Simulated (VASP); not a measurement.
A run of VASP 6.6.1 is set up as follows.

The input POSCAR:

```
SiC
1.0
   -0.0509911692      2.1924027524      2.1924027524
    2.1924027524     -0.0509911692      2.1924027524
    2.1924027524      2.1924027524     -0.0509911692
Si C
1 1
Direct
   -0.0008577277     -0.0008577277     -0.0008577277
    0.2508577277      0.2508577277      0.2508577277
```

The input INCAR.step1:

```
SYSTEM = SiC
ALGO = Normal ; EDIFF = 1E-4
ENCUT = 520 ; GGA = PE
ISMEAR = 0 ; LASPH = .True.
LCHARG = .False. ; LREAL = .False.
LWAVE = .True. ; NBANDS = 11
NELM = 60 ; PREC = Accurate
SIGMA = 0.01
```

File INCAR.step2:

```
SYSTEM = SiC
ALGO = Normal ; EDIFF = 1E-6
ENCUT = 520 ; ISIF = 2
ISMEAR = 0 ; ISTART = 1
LASPH = .True. ; LCHARG = .False.
LMIXTAU = .True. ; LREAL = .False.
LWAVE = .False. ; METAGGA = R2SCAN
NBANDS = 11 ; NELM = 60
PREC = Accurate ; SIGMA = 0.01
```

Contents of KPOINTS:

```
k-points
0
Gamma
  10 10 10
  0 0 0
```

Potentials or basis: VASP PAW PBE potentials, release 64 (Si, C).

Command:

```sh
$ cat potpaw_PBE.64/Si/POTCAR potpaw_PBE.64/C/POTCAR > POTCAR
$ cp INCAR.step1 INCAR
$ mpirun -np 1 vasp_std > vasp.out
$ cp INCAR.step2 INCAR
$ mpirun -np 1 vasp_std > vasp.out
```

Task: Estimate the pressure.

Result: -11.0 GPa.

Task: Estimate the band gap on the k mesh.

Result: 1.55 eV (least direct gap 4.76 eV).

Stress tensor (GPa, compression positive):
```
-10.95   5.44   5.44
  5.44 -10.95   5.44
  5.44   5.44 -10.95
```

Caveat: the cell differs from its parent crystal (epitaxial 111 strain +3.0%); the cell stands under tension; the PAW data sets were made with another functional, which shifts forces and pressure a little. A k mesh can miss the band edges.
